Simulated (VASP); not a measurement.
# InP (Fm-3m) in VASP: notebook

InP is run at these levels: r2SCAN0, r2SCANh, PBEsol-based screened hybrid with 25 % exact exchange; tasks: single point, relaxation of cell and atoms.

Everything below comes from runs of VASP 6.6.1. Logs are shortened: lines on timing, memory, paths and dates and some standing lists are left out, and cuts for length are marked.

**1. The cell of the first run**

The structure is cubic, space group Fm-3m (No. 225). Conventional cell: a = 5.538 Å, b = 5.538 Å, c = 5.538 Å, α = 90.00°, β = 90.00°, γ = 90.00°. Within 3.6 Å of In (site symmetry m-3m) lie 6 P at 2.77 Å. P (site symmetry m-3m) has 6 In at 2.77 Å within 3.6 Å.

**2. Single point, r2SCAN0**

POSCAR reads:

```
InP
1.0
    0.0000000000      2.7688340000      2.7688340000
    2.7688340000      0.0000000000      2.7688340000
    2.7688340000      2.7688340000      0.0000000000
In P
1 1
Direct
    0.0000000000      0.0000000000      0.0000000000
    0.5000000000      0.5000000000      0.5000000000
```

INCAR.step1 reads:

```
ALGO = Normal
EDIFF = 1E-5
ENCUT = 520
GGA = PE
ISIF = 2
ISMEAR = -1
LASPH = True
LCHARG = False
LREAL = False
LWAVE = True
NBANDS = 16
NELM = 60
PREC = Accurate
SIGMA = 0.05
```

INCAR.step2 reads:

```
AEXX = 0.25
ALGO = Normal
EDIFF = 1E-6
ENCUT = 520
ISIF = 2
ISMEAR = -1
ISTART = 1
LASPH = True
LCHARG = False
LHFCALC = True
LMIXTAU = True
LREAL = False
LWAVE = False
METAGGA = R2SCAN
NBANDS = 16
NELM = 60
PREC = Accurate
PRECFOCK = Normal
SIGMA = 0.05
```

KPOINTS reads:

```
k-points
0
Gamma
  4 4 4
```

Potentials or basis: VASP PAW PBE potentials, release 64 (In_d, P).

The run is started by

```bash
$ cat potpaw_PBE.64/In_d/POTCAR potpaw_PBE.64/P/POTCAR > POTCAR
$ cp INCAR.step1 INCAR
$ mpirun -np 1 vasp_std > vasp.out
$ cp INCAR.step2 INCAR
$ mpirun -np 1 vasp_std > vasp.out
```

OUTCAR:

```text
AEXX = 0.25
   EDIFF = 1E-6
   ENCUT = 520
   ISIF = 2
   ISMEAR = -1
   ISTART = 1
   LASPH = True
   LHFCALC = True
   LREAL = False
   METAGGA = R2SCAN
   NELM = 60
   PREC = Accurate
   PRECFOCK = Normal

 ion  position               nearest neighbor table
   1  0.000  0.000  0.000-   2 2.77   2 2.77   2 2.77   2 2.77   2 2.77   2 2.77
   2  0.500  0.500  0.500-   1 2.77   1 2.77   1 2.77   1 2.77   1 2.77   1 2.77

  LATTYP: Found a face centered cubic cell.
 ALAT       =     5.5376680000

  Lattice vectors:

 A1 = (   0.0000000000,   2.7688340000,   2.7688340000)
 A2 = (   2.7688340000,   0.0000000000,   2.7688340000)
 A3 = (   2.7688340000,   2.7688340000,   0.0000000000)

Analysis of symmetry for initial positions (statically):
=====================================================================
 Subroutine PRICEL returns:
 Original cell was already a primitive cell.

 Routine SETGRP: Setting up the symmetry group for a
 face centered cubic supercell.

 Subroutine GETGRP returns: Found 48 space group operations
 (whereof 48 operations were pure point group operations)
 out of a pool of 48 trial point group operations.

The static configuration has the point symmetry O_h .

Analysis of symmetry for dynamics (positions and initial velocities):
=====================================================================
 Subroutine PRICEL returns:
 Original cell was already a primitive cell.

 Routine SETGRP: Setting up the symmetry group for a
 face centered cubic supercell.

 Subroutine GETGRP returns: Found 48 space group operations
 (whereof 48 operations were pure point group operations)
 out of a pool of 48 trial point group operations.

The dynamic configuration has the point symmetry O_h .

 Subroutine INISYM returns: Found 48 space group operations
 (whereof 48 operations are pure point group operations),
 and found     1 'primitive' translations

----------------------------------------------------------------------------------------

                                     Primitive cell

  volume of cell :      42.4542

  direct lattice vectors                    reciprocal lattice vectors
     0.000000000  2.768834000  2.768834000    -0.180581429  0.180581429  0.180581429
     2.768834000  0.000000000  2.768834000     0.180581429 -0.180581429  0.180581429
     2.768834000  2.768834000  0.000000000     0.180581429  0.180581429 -0.180581429

  length of vectors
     3.915722595  3.915722595  3.915722595     0.312776210  0.312776210  0.312776210

  position of ions in fractional coordinates (direct lattice)
     0.000000000  0.000000000  0.000000000
     0.500000000  0.500000000  0.500000000

  ion indices of the primitive-cell ions
   primitive index   ion index
                 1           1
                 2           2

----------------------------------------------------------------------------------------

 KPOINTS: k-points

Automatic generation of k-mesh.
 Grid dimensions read from file:
 generate k-points for:    4    4    4

 Generating k-lattice:

  Cartesian coordinates                     Fractional coordinates (reciprocal lattice)
    -0.045145357  0.045145357  0.045145357     0.250000000  0.000000000  0.000000000
     0.045145357 -0.045145357  0.045145357     0.000000000  0.250000000  0.000000000
     0.045145357  0.045145357 -0.045145357     0.000000000  0.000000000  0.250000000

  Length of vectors
     0.078194052  0.078194052  0.078194052

  Shift w.r.t. Gamma in fractional coordinates (k-lattice)
     0.000000000  0.000000000  0.000000000

 Subroutine IBZKPT returns following result:
 ===========================================

 Found      8 irreducible k-points:

 Following reciprocal coordinates:
            Coordinates               Weight
  0.000000  0.000000  0.000000      1.000000
  0.250000  0.000000  0.000000      8.000000
  0.500000  0.000000  0.000000      4.000000
  0.250000  0.250000  0.000000      6.000000
  0.500000  0.250000  0.000000     24.000000
 -0.250000  0.250000  0.000000     12.000000
  0.500000  0.500000  0.000000      3.000000
 -0.250000  0.500000  0.250000      6.000000
   k-points           NKPTS =      8   k-points in BZ     NKDIM =     64   number of bands    NBANDS=     16
   number of dos      NEDOS =    301   number of ions     NIONS =      2
   total plane-waves  NPLWV =  27000
   dimension x,y,z NGX =    30 NGY =   30 NGZ =   30
   dimension x,y,z NGXF=    60 NGYF=   60 NGZF=   60
   ions per type =               1   1
   NGX,Y,Z   is equivalent  to a cutoff of  12.74, 12.74, 12.74 a.u.
   NGXF,Y,Z  is equivalent  to a cutoff of  25.47, 25.47, 25.47 a.u.
 SYSTEM =  unknown system
   PREC   = accura    normal or accurate (medium, high low for compatibility)
   ISTART =      1    job   : 0-new  1-cont  2-samecut
   ICHARG =      0    charge: 1-file 2-atom 10-const
   ISPIN  =      1    spin polarized calculation?
   LNONCOLLINEAR =      F non collinear calculations
   LSORBIT =      F    spin-orbit coupling
   LASPH  =      T    aspherical Exc in radial PAW
   ENCUT  =  520.0 eV  38.22 Ry    6.18 a.u.   7.28  7.28  7.28*2*pi/ulx,y,z
   NELM   =     60;   NELMIN=  2; NELMDL=  0     # of ELM steps
   EDIFF  = 0.1E-05   stopping-criterion for ELM
   LREAL  =      F    real-space projection
   EDIFFG = 0.1E-04   stopping-criterion for IOM
   NSW    =      0    number of steps for IOM
   IBRION =     -1    ionic relax: 0-MD 1-quasi-New 2-CG
   NFREE  =      0    steps in history (QN), initial steepest desc. (CG)
   ISIF   =      2    stress and relaxation
   ISYM   =      3    0-nonsym 1-usesym 2-fastsym
   POTIM  = 0.5000    time-step for ionic-motion
   TEBEG  =    0.0;   TEEND  =   0.0 temperature during run
   PSTRESS=    0.0 pullay stress
   NELECT =      18.0000    total number of electrons
   NUPDOWN=      -1.0000    fix difference up-down
   EMIN   =  10.00;   EMAX   =-10.00  energy-range for DOS
   EFERMI =   0.00;   METHOD = LEGACY
   ISMEAR =    -1;   SIGMA  =   0.05  broadening in eV -4-tet -1-fermi 0-gaus
   EFERMI_NEDOS =   21; number of points for ismear=-14 and -15
   IALGO  =     38    algorithm
   IMIX   =      1    mixing-type and parameters
     AMIX     =   0.40;   BMIX     =  1.00
     AMIX_MAG =   1.60;   BMIX_MAG =  1.00
  volume/ion in A,a.u.               =      21.23       143.25
  Fermi-wavevector in a.u.,A,eV,Ry     =   1.229869  2.324115 20.579860  1.512577
  Thomas-Fermi vector in A             =   2.364739
   LORBIT       =      0    0 simple, 1 ext, 2 COOP (PROOUT), +10 PAW based schemes
   METAGGA = R2SCAN    functional components
   LHFCALC =     T    Hartree Fock is set to
   PRECFOCK=normal    Normal, Fast or Accurate (Low or Medium for compatibility)
   ENCUT4O =  -1.0   cutoff for four orbital integrals eV
   NKREDX  =     1    reduce k-point grid by
   NKREDY  =     1    reduce k-point grid by
   NKREDZ  =     1    reduce k-point grid by
   AEXX    =    0.2500 exact exchange contribution
   HFSCREEN=    0.0000 screening length (either q_TF or 0.3 A-1)
   HFSCREENC=   0.0000 screening length for correlation (either q_TF or 0.3 A-1)
   ENCUTFOCK=  -1.0 apply spherical cutoff to Coloumb kernel
   IVDW    =     0    specifies the selected vdW correction
   LEPSILON=     F    determine dielectric tensor
   LRPA    =     F    only Hartree local field effects (RPA)
 non-spin polarized calculation
  energy-cutoff  :      520.00
  volume of cell :       42.45
 maximum number of plane-waves:      1162
 NGX is ok and might be reduce to    30
  NGX = 24; NGY = 24; NGZ = 24

 number of electron      18.0000009 magnetization

 Free energy of the ion-electron system (eV)
  ---------------------------------------------------
  ext. energy  EPLUGINS =         0.00000000
  ---------------------------------------------------
  free energy    TOTEN  =       -28.00599294 eV

  energy without entropy =      -28.00247377  energy(sigma->0) =      -28.00423336

 E-fermi :   6.9745     XC(G=0):  -8.5572

 val. band max:        6.4881121065   @ k =   0.5000   0.0000   0.0000
 cond. band min:       7.0294485327   @ k =   0.5000   0.0000   0.0000
 fundamental gap:      0.5413364263
 Fermi energy:         6.9745342157

 k-point     1 :       0.0000    0.0000    0.0000
  band No.  band energies     occupation
      1     -10.3813      2.00000
      2     -10.3792      2.00000
      3     -10.3418      2.00000
      4     -10.3386      2.00000
      5     -10.3359      2.00000
      6      -7.3738      2.00000
[... 8 lines left out ...]
     15      17.0152      0.00000
     16      17.0204      0.00000

 k-point     2 :       0.2500    0.0000    0.0000
  band No.  band energies     occupation
      1     -10.4127      2.00000
      2     -10.4092      2.00000
      3     -10.3415      2.00000
      4     -10.3057      2.00000
      5     -10.2987      2.00000
      6      -6.5138      2.00000
[... 8 lines left out ...]
     15      17.0119      0.00000
     16      17.0172      0.00000

 k-point     3 :       0.5000    0.0000    0.0000
  band No.  band energies     occupation
      1     -10.4474      2.00000
      2     -10.4436      2.00000
      3     -10.3481      2.00000
      4     -10.2648      2.00000
      5     -10.2579      2.00000
      6      -5.0044      2.00000
[... 8 lines left out ...]
     15      19.9109      0.00000
     16      19.9193      0.00000

 k-point     4 :       0.2500    0.2500    0.0000
  band No.  band energies     occupation
      1     -10.5087      2.00000
      2     -10.3638      2.00000
      3     -10.3571      2.00000
      4     -10.2884      2.00000
      5     -10.2856      2.00000
      6      -6.1504      2.00000
[... 8 lines left out ...]
     15      19.2133      0.00000
     16      20.5814      0.00000

 k-point     5 :       0.5000    0.2500    0.0000
  band No.  band energies     occupation
      1     -10.5681      2.00000
      2     -10.3864      2.00000
      3     -10.3483      2.00000
      4     -10.2730      2.00000
      5     -10.2509      2.00000
      6      -4.5210      2.00000
[... 8 lines left out ...]
     15      20.6083      0.00000
     16      21.7464      0.00000

 k-point     6 :      -0.2500    0.2500    0.0000
  band No.  band energies     occupation
      1     -10.4793      2.00000
      2     -10.4254      2.00000
      3     -10.3198      2.00000
      4     -10.2935      2.00000
      5     -10.2811      2.00000
      6      -5.1806      2.00000
[... 8 lines left out ...]
     15      20.1658      0.00000
     16      20.4115      0.00000

 k-point     7 :       0.5000    0.5000    0.0000
  band No.  band energies     occupation
      1     -10.6930      2.00000
      2     -10.3895      2.00000
      3     -10.3347      2.00000
      4     -10.2316      2.00000
      5     -10.2287      2.00000
      6      -3.7773      2.00000
[... 8 lines left out ...]
     15      20.9818      0.00000
     16      22.2350      0.00000

 k-point     8 :      -0.2500    0.5000    0.2500
  band No.  band energies     occupation
      1     -10.6054      2.00000
      2     -10.3898      2.00000
      3     -10.3165      2.00000
      4     -10.3133      2.00000
      5     -10.2291      2.00000
      6      -3.7274      2.00000
[... 8 lines left out ...]
     15      20.2247      0.00000
     16      22.2423      0.00000

------------------------ aborting loop because EDIFF is reached ----------------------------------------

  FORCE on cell =-STRESS in cart. coord.  units (eV):
  Direction    XX          YY          ZZ          XY          YZ          ZX
  --------------------------------------------------------------------------------------
  -------------------------------------------------------------------------------------
  Total       -0.9753892     -0.9753892     -0.9753892      0.0000000      0.0000000     -0.0000000
  in kB      -36.8101648    -36.8101648    -36.8101648      0.0000000      0.0000000     -0.0000000
  external PRESSURE =     -36.8101648 kB  Pullay stress =       0.0000000 kB

 VOLUME and BASIS-vectors are now :
 -----------------------------------------------------------------------------
  energy-cutoff  :      520.00
  volume of cell :       42.45
      direct lattice vectors                 reciprocal lattice vectors
     0.000000000  2.768834000  2.768834000    -0.180581429  0.180581429  0.180581429
     2.768834000  0.000000000  2.768834000     0.180581429 -0.180581429  0.180581429
     2.768834000  2.768834000  0.000000000     0.180581429  0.180581429 -0.180581429

 POSITION                                       TOTAL-FORCE (eV/Angst)
 -----------------------------------------------------------------------------------
      0.00000      0.00000      0.00000        -0.000000     -0.000000      0.000000
      2.76883      2.76883      2.76883         0.000000      0.000000     -0.000000
 -----------------------------------------------------------------------------------
    total drift:                                0.000000      0.000000      0.000000

  FREE ENERGIE OF THE ION-ELECTRON SYSTEM (eV)
  ---------------------------------------------------
  free  energy   TOTEN  =       -28.0059929397 eV

  energy  without entropy=      -28.0024737730  energy(sigma->0) =      -28.00423336
```

It took 26 min on 1 thread of Intel Xeon 8259CL, shared host; peak memory 0.18 GiB.

Results:

| Item | Value |
| --- | --- |
| Free energy | -28.0060 eV |
| Pressure | -3.7 GPa |
| Band gap on the k mesh | zero (bands 9 and 10 overlap by 2.87 eV) |

Caveat: the k points lie up to 0.49 Å⁻¹ apart, too coarse for converged energies and pressures of a metal; the PAW data sets were made with another functional, which shifts forces and pressure a little; spin-orbit coupling is left out, which moves the levels of the heavy elements.

**3. Single point, r2SCANh**

POSCAR is that of step 2.

INCAR.step1 reads:

```
  ALGO = Normal
  EDIFF = 1E-5
  ENCUT = 520
  GGA = PE
  ISIF = 2
  ISMEAR = -1
  LASPH = T
  LREAL = F
  LWAVE = T
  NBANDS = 16
  NELM = 80
  PREC = Accurate
  SIGMA = 0.05
```

INCAR.step2 reads:

```
  AEXX = 0.1
  ALGO = Normal
  EDIFF = 1E-6
  ENCUT = 520
  ISIF = 2
  ISMEAR = -1
  ISTART = 1
  LASPH = T
  LCHARG = T
  LELF = T
  LHFCALC = T
  LMIXTAU = T
  LREAL = F
  LVHAR = T
  LWAVE = F
  METAGGA = R2SCAN
  NBANDS = 16
  NELM = 80
  PREC = Accurate
  PRECFOCK = Normal
  SIGMA = 0.05
```

KPOINTS is that of step 2.

Potentials or basis: VASP PAW PBE potentials, release 64 (In_d, P).

The run is started by

```bash
$ cat potpaw_PBE.64/In_d/POTCAR potpaw_PBE.64/P/POTCAR > POTCAR
$ cp INCAR.step1 INCAR
$ mpirun -np 1 vasp_std > vasp.out
$ cp INCAR.step2 INCAR
$ mpirun -np 1 vasp_std > vasp.out
```

It took 12 min on 1 thread of Intel Xeon 8259CL, shared host; peak memory 0.18 GiB.

Results (log left out):

| Item | Value |
| --- | --- |
| Free energy | -30.1040 eV |
| Pressure | -2.6 GPa |
| Band gap on the k mesh | zero (bands 9 and 10 overlap by 2.60 eV) |

Levels at points of the mesh, in eV from the Fermi level:
| k point | band 5 | band 6 | band 7 | band 8 | band 9 | band 10 | band 11 | band 12 | band 13 | band 14 |
| --- | --- | --- | --- | --- | --- | --- | --- | --- | --- | --- |
| (0.00, 0.00, 0.00) | -15.94 | -13.28 | -0.60 | -0.60 | -0.60 | 1.21 | 7.74 | 7.74 | 7.74 | 9.38 |
| (0.50, 0.00, 0.00) | -15.86 | -11.03 | -7.42 | -0.03 | -0.03 | 3.11 | 3.86 | 3.86 | 6.02 | 12.23 |
| (0.50, 0.50, 0.00) | -15.83 | -9.84 | -5.62 | -2.82 | -2.82 | -2.62 | 4.33 | 11.01 | 11.01 | 11.45 |

Caveat: the k points lie up to 0.49 Å⁻¹ apart, too coarse for converged energies and pressures of a metal; the PAW data sets were made with another functional, which shifts forces and pressure a little; spin-orbit coupling is left out, which moves the levels of the heavy elements.

[end of part 1 of 2]
